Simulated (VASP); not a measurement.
# LiCl (P3_221) in VASP: further runs, part 2 of 2

VASP 6.6.1. Earlier steps stand in the parts before.

## Step 4: Single point, PBE

INCAR reads:

```
ALGO = Normal
EDIFF = 1E-6
ENCUT = 520
GGA = PE
ISIF = 2
ISMEAR = 0
LASPH = T
LCHARG = F
LREAL = F
LWAVE = F
NBANDS = 24
NELM = 80
PREC = Accurate
SIGMA = 0.1
```

KPOINTS reads:

```
k-points
0
Gamma
  6 6 6
```

POSCAR reads:

```
LiCl
1.0
    6.1896191258      0.0000000000      0.0000000000
   -3.0948095629      5.3603674027      0.0000000000
    0.0000000000      0.0000000000      3.6872645085
Li Cl
3 3
Direct
    0.6112604792      0.0000000000      0.6666666667
    0.0000000000      0.6112604792      0.3333333333
    0.3887395208      0.3887395208      0.0000000000
    0.3597329949      0.0000000000      0.1666666667
    0.0000000000      0.3597329949      0.8333333333
    0.6402670051      0.6402670051      0.5000000000
```

Potentials or basis: VASP PAW PBE potentials, release 64 (Li_sv, Cl).

The run is started by

```console
$ cat potpaw_PBE.64/Li_sv/POTCAR potpaw_PBE.64/Cl/POTCAR > POTCAR
$ mpirun -np 1 vasp_std > vasp.out
```

OUTCAR:

```text
EDIFF = 1E-6
   ENCUT = 520
   GGA = PE
   ISIF = 2
   ISMEAR = 0
   LASPH = T
   LREAL = F
   NELM = 80
   PREC = Accurate

 ion  position               nearest neighbor table
   1  0.611  0.000  0.667-   5 2.40   6 2.40   4 2.41   4 2.41
   2  0.000  0.611  0.333-   4 2.40   6 2.40   5 2.41   5 2.41
   3  0.389  0.389  0.000-   5 2.40   4 2.40   6 2.41   6 2.41
   4  0.360  0.000  0.167-   2 2.40   3 2.40   1 2.41   1 2.41
   5  0.000  0.360  0.833-   1 2.40   3 2.40   2 2.41   2 2.41
   6  0.640  0.640  0.500-   2 2.40   1 2.40   3 2.41   3 2.41
[... 858 lines left out ...]
  -------------------------------------------------------------------------------------
  Total       -0.0326909     -0.0326909      0.0701553      0.0000000      0.0000000      0.0000000
  in kB       -0.4281289     -0.4281289      0.9187734      0.0000000      0.0000000      0.0000000
  external PRESSURE =       0.0208386 kB  Pullay stress =       0.0000000 kB

 VOLUME and BASIS-vectors are now :
 -----------------------------------------------------------------------------
  energy-cutoff  :      520.00
  volume of cell :      122.34
      direct lattice vectors                 reciprocal lattice vectors
     6.189619126  0.000000000  0.000000000     0.161560829  0.093277188  0.000000000
    -3.094809563  5.360367403  0.000000000     0.000000000  0.186554377  0.000000000
     0.000000000  0.000000000  3.687264509     0.000000000  0.000000000  0.271203760

 POSITION                                       TOTAL-FORCE (eV/Angst)
 -----------------------------------------------------------------------------------
      3.78347      0.00000      2.45818         0.011084     -0.000000      0.000000
     -1.89173      3.27658      1.22909        -0.005542      0.009599      0.000000
      1.20307      2.08379      0.00000        -0.005542     -0.009599      0.000000
      2.22661      0.00000      0.61454        -0.003877     -0.000000     -0.000000
     -1.11331      1.92830      3.07272         0.001938     -0.003357      0.000000
      1.98150      3.43207      1.84363         0.001938      0.003357      0.000000
 -----------------------------------------------------------------------------------
    total drift:                                0.000009      0.000016      0.000001

  FREE ENERGIE OF THE ION-ELECTRON SYSTEM (eV)
  ---------------------------------------------------
  free  energy   TOTEN  =       -22.0739616912 eV

  energy  without entropy=      -22.0739616912  energy(sigma->0) =      -22.07396169
```

OSZICAR:

```text
N       E                     dE             d eps       ncg     rms          rms(c)
DAV:   1     0.223195123332E+03    0.22320E+03   -0.12988E+04  1632   0.121E+03
DAV:   2     0.452389631842E+01   -0.21867E+03   -0.20759E+03  2120   0.275E+02
DAV:   3    -0.201350370617E+02   -0.24659E+02   -0.24530E+02  2664   0.799E+01
DAV:   4    -0.222967182631E+02   -0.21617E+01   -0.21501E+01  2808   0.220E+01
DAV:   5    -0.224116700456E+02   -0.11495E+00   -0.11494E+00  2528   0.427E+00    0.409E+00
DAV:   6    -0.220336443430E+02    0.37803E+00   -0.73519E-01  2144   0.376E+00    0.304E+00
DAV:   7    -0.220399483257E+02   -0.63040E-02   -0.27899E-01  2336   0.220E+00    0.180E+00
DAV:   8    -0.220720880397E+02   -0.32140E-01   -0.53700E-02  2168   0.129E+00    0.362E-01
DAV:   9    -0.220723956412E+02   -0.30760E-03   -0.45043E-03  2384   0.331E-01    0.114E-01
DAV:  10    -0.220739195764E+02   -0.15239E-02   -0.19020E-03  2112   0.249E-01    0.144E-02
DAV:  11    -0.220739520190E+02   -0.32443E-04   -0.63325E-05  2416   0.490E-02    0.173E-02
DAV:  12    -0.220739575821E+02   -0.55631E-05   -0.48435E-06  2136   0.140E-02    0.991E-03
DAV:  13    -0.220739612317E+02   -0.36496E-05   -0.45946E-06  2128   0.114E-02    0.181E-03
DAV:  14    -0.220739616912E+02   -0.45955E-06   -0.46102E-07  1968   0.402E-03
   1 F= -.22073962E+02 E0= -.22073962E+02  d E =-.405716E-10
```

stdout:

```text
POSCAR found type information on POSCAR LiCl
 POSCAR found :  2 types and       6 ions
 scaLAPACK will be used
 LDA part: xc-table for (Slater+PW92), standard interpolation
 POSCAR, INCAR and KPOINTS ok, starting setup
 FFT: planning ... GRIDC
 FFT: planning ... GRID_SOFT
 FFT: planning ... GRID
 WAVECAR not read
 entering main loop
```

Wall time 2.6 min (1 thread of Oxide Virtual Turin-like, shared host); peak memory 0.23 GiB.

Results:

- Free energy: -22.0740 eV
- Largest force: 0.011 eV/Å
- Band gap on the k mesh: 5.83 eV

Forces in eV/Å, atoms in the order of the input:
```
Li   0.011  0.000  0.000
Li  -0.006  0.010  0.000
Li  -0.006 -0.010  0.000
Cl  -0.004  0.000  0.000
Cl   0.002 -0.003  0.000
Cl   0.002  0.003  0.000
```

Caveat: the cutoff is under 1.25 times the usual one of these potentials, so pressure, stress and relaxed cells hold a basis-set (Pulay) error.

## Step 5: Single point, PBE

This run uses another cell than the first one, of 20.48 Å³/atom.

INCAR reads:

```
  PREC = Accurate
  ENCUT = 520
  EDIFF = 1E-7
  ISMEAR = 0
  SIGMA = 0.02
  LREAL = F
  LASPH = T
  NELM = 100
  ALGO = Normal
  ISIF = 2
  LWAVE = F
  LCHARG = F
  GGA = PE
  NBANDS = 24
```

KPOINTS reads:

```
Automatic mesh
0
Gamma
  6 6 6
```

POSCAR reads:

```
LiCl
1.0
    6.1921743981      0.0000000000      0.0000000000
   -3.0960871991      5.3625803335      0.0000000000
    0.0000000000      0.0000000000      3.7013406027
Li Cl
3 3
Direct
    0.6121790617      0.0000000000      0.6666666667
    0.0000000000      0.6121790617      0.3333333333
    0.3878209383      0.3878209383      0.0000000000
    0.3602320749      0.0000000000      0.1666666667
    0.0000000000      0.3602320749      0.8333333333
    0.6397679251      0.6397679251      0.5000000000
```

The run is started by

```console
$ cat potpaw_PBE.64/Li_sv/POTCAR potpaw_PBE.64/Cl/POTCAR > POTCAR
$ mpirun -np 1 vasp_std > vasp.out
```

Wall time 2.6 min (1 thread of Oxide Virtual Turin-like, shared host); peak memory 0.23 GiB.

The run converged. Its results:

| Property | Result |
| --- | --- |
| Free energy | -22.0743 eV |
| Band gap on the k mesh | 5.82 eV |

Forces in eV/Å, atoms in the order of the input:
```
Li  -0.001  0.000  0.000
Li   0.000 -0.001  0.000
Li   0.000  0.001  0.000
Cl   0.002  0.000  0.000
Cl  -0.001  0.002  0.000
Cl  -0.001 -0.002  0.000
```

Levels at points of the mesh, in eV from the valence-band top:
| k point | band 11 | band 12 | band 13 | band 14 | band 15 | band 16 | band 17 | band 18 | band 19 | band 20 |
| --- | --- | --- | --- | --- | --- | --- | --- | --- | --- | --- |
| (0.00, 0.00, 0.00) | -0.39 | -0.39 | -0.08 | -0.08 | 0.00 | 5.82 | 8.45 | 8.45 | 9.24 | 9.40 |
| (0.50, 0.00, 0.00) | -0.67 | -0.53 | -0.20 | -0.08 | -0.08 | 7.19 | 7.37 | 7.39 | 9.09 | 9.58 |
| (0.00, 0.00, 0.50) | -1.46 | -0.96 | -0.59 | -0.59 | -0.39 | 7.25 | 7.25 | 8.76 | 8.76 | 9.34 |
| (0.50, 0.00, 0.50) | -1.22 | -0.73 | -0.72 | -0.50 | -0.18 | 7.20 | 7.81 | 8.33 | 8.80 | 9.39 |

Caveat: the cutoff is under 1.25 times the usual one of these potentials, so pressure, stress and relaxed cells hold a basis-set (Pulay) error. A k mesh can miss the band edges.

## Step 6: Single point, PBE

This run uses another cell than the first one: it holds 12 atoms, not 6.

INCAR reads:

```
PREC = Accurate
ENCUT = 520
EDIFF = 1E-6
ISMEAR = 0
SIGMA = 0.1
LREAL = F
LASPH = T
NELM = 60
ALGO = Normal
ISIF = 2
LWAVE = F
LCHARG = F
GGA = PE
NBANDS = 42
```

KPOINTS reads:

```
regular mesh
0
Gamma
  4 2 2
```

POSCAR reads:

```
LiCl
1.0
    0.0000000000      0.0000000000     -3.7013406027
    3.0960871991     -5.3625803335      0.0000000000
   -9.2882615972     -5.3625803335      0.0000000000
Li Cl
6 6
Direct
    0.3333333333      0.3060895308      0.6939104692
    0.3333333333      0.8060895308      0.1939104692
    0.6666666667      0.8878209383      0.5000000000
    0.6666666667      0.3878209383      0.0000000000
    1.0000000000      0.8060895308      0.8060895308
    1.0000000000      0.3060895308      0.3060895308
    0.8333333333      0.1801160374      0.8198839626
    0.8333333333      0.6801160374      0.3198839626
    0.1666666667      0.1397679251      0.5000000000
    0.1666666667      0.6397679251      0.0000000000
    0.5000000000      0.6801160374      0.6801160374
    0.5000000000      0.1801160374      0.1801160374
```

Potentials or basis: VASP PAW PBE potentials, release 64 (Li_sv, Cl).

The run is started by

```console
$ cat potpaw_PBE.64/Li_sv/POTCAR potpaw_PBE.64/Cl/POTCAR > POTCAR
$ mpirun -np 1 vasp_std > vasp.out
```

OUTCAR:

```text
PREC = Accurate
   ENCUT = 520
   EDIFF = 1E-6
   ISMEAR = 0
   LREAL = F
   LASPH = T
   NELM = 60
   ISIF = 2
   GGA = PE

 ion  position               nearest neighbor table
   1  0.333  0.306  0.694-  11 2.40   9 2.40   7 2.42   7 2.42
   2  0.333  0.806  0.194-  12 2.40  10 2.40   8 2.42   8 2.42
   3  0.667  0.888  0.500-   8 2.40  11 2.40   9 2.42   9 2.42
   4  0.667  0.388  0.000-   7 2.40  12 2.40  10 2.42  10 2.42
   5  0.000  0.806  0.806-   7 2.40  10 2.40  11 2.42  11 2.42
[... 769 lines left out ...]

 VOLUME and BASIS-vectors are now :
 -----------------------------------------------------------------------------
  energy-cutoff  :      520.00
  volume of cell :      245.81
      direct lattice vectors                 reciprocal lattice vectors
     0.000000000  0.000000000 -3.701340603     0.000000000  0.000000000 -0.270172380
     3.096087199 -5.362580334  0.000000000     0.080747080 -0.139858045  0.000000000
    -9.288261597 -5.362580334  0.000000000    -0.080747080 -0.046619348  0.000000000

 POSITION                                       TOTAL-FORCE (eV/Angst)
 -----------------------------------------------------------------------------------
     -5.49754     -5.36258     -1.23378        -0.001057     -0.000204     -0.000056
      0.69463     -5.36258     -1.23378        -0.001057     -0.000204     -0.000056
     -1.89536     -7.44230     -2.46756         0.000502     -0.000869      0.000000
      1.20073     -2.07972     -2.46756         0.000502     -0.000869      0.000000
     -4.99145     -8.64544      0.00000         0.000705      0.000813      0.000056
     -1.89536     -3.28286      0.00000         0.000705      0.000813      0.000056
     -7.05764     -5.36258     -3.08445         0.003301      0.000149     -0.000222
     -0.86547     -5.36258     -3.08445         0.003301      0.000149     -0.000222
     -4.21140     -3.43081     -0.61689        -0.001671      0.002895      0.000000
      1.98078     -3.43081     -0.61689        -0.001671      0.002895      0.000000
     -4.21140     -7.29435     -1.85067        -0.001780     -0.002784      0.000222
     -1.11531     -1.93177     -1.85067        -0.001780     -0.002784      0.000222
 -----------------------------------------------------------------------------------
    total drift:                               -0.000641      0.001133     -0.000001

  FREE ENERGIE OF THE ION-ELECTRON SYSTEM (eV)
  ---------------------------------------------------
  free  energy   TOTEN  =       -44.1425880736 eV

  energy  without entropy=      -44.1425880736  energy(sigma->0) =      -44.14258807
```

stdout:

```text
POSCAR found type information on POSCAR LiCl
 POSCAR found :  2 types and      12 ions
 scaLAPACK will be used
 LDA part: xc-table for (Slater+PW92), standard interpolation
 POSCAR, INCAR and KPOINTS ok, starting setup
 FFT: planning ... GRIDC
 FFT: planning ... GRID_SOFT
 FFT: planning ... GRID
 WAVECAR not read
 entering main loop
```

Run time: 2.4 min. Hardware: 1 thread of Oxide Virtual Turin-like, shared host; peak memory 0.3 GiB.

Results:

- Free energy: -44.1426 eV
- Largest force: 0.003 eV/Å
- Band gap on the k mesh: 5.82 eV

Forces on the atoms (eV/Å):
```
Li  -0.001  0.000  0.000
Li  -0.001  0.000  0.000
Li   0.001 -0.001  0.000
Li   0.001 -0.001  0.000
Li   0.001  0.001  0.000
Li   0.001  0.001  0.000
Cl   0.003  0.000  0.000
Cl   0.003  0.000  0.000
Cl  -0.002  0.003  0.000
Cl  -0.002  0.003  0.000
Cl  -0.002 -0.003  0.000
Cl  -0.002 -0.003  0.000
```

Caveat: the k points lie up to 0.51 Å⁻¹ apart; the cutoff is under 1.25 times the usual one of these potentials, so pressure, stress and relaxed cells hold a basis-set (Pulay) error.

## Step 7: The runs side by side

| task | cell | k mesh | cutoff (eV) | smearing | gap on the mesh (eV) | largest force (eV/Å) |
| --- | --- | --- | --- | --- | --- | --- |
| relaxation of cell and atoms | relaxed from a = 6.190, b = 6.190, c = 3.687 Å, angles 90.0, 90.0, 120.0°, 6 atoms, atomic positions A | 6 × 6 × 6 | 600 | gaussian 0.02 eV | 5.83 | 0.01 |
| single point | a = 5.552, b = 5.552, c = 3.274 Å, angles 90.0, 90.0, 120.0°, 6 atoms, atomic positions B | 6 × 6 × 6 | 520 | gaussian 0.1 eV | 6.58 | 0.90 |
| single point | a = 6.190, b = 6.190, c = 3.687 Å, angles 90.0, 90.0, 120.0°, 6 atoms, atomic positions A | 6 × 6 × 6 | 520 | gaussian 0.1 eV | 5.83 | 0.01 |
| single point | a = 6.192, b = 6.192, c = 3.701 Å, angles 90.0, 90.0, 120.0°, 6 atoms, atomic positions C | 6 × 6 × 6 | 520 | gaussian 0.02 eV | 5.82 | - |
| single point | a = 3.701, b = 6.192, c = 10.725 Å, 12 atoms, atomic positions D | 4 × 2 × 2 | 520 | gaussian 0.1 eV | 5.82 | - |

Alike in all rows: level PBE; potentials or basis VASP PAW PBE potentials, release 64 (Li_sv, Cl); no spin polarisation.

Caveats: some runs use coarse meshes; the cutoff is under 1.25 times the usual one of these potentials, so pressure, stress and relaxed cells hold a basis-set (Pulay) error.

Total energies depend on the potentials used, so only differences within one code and one set of settings carry meaning.
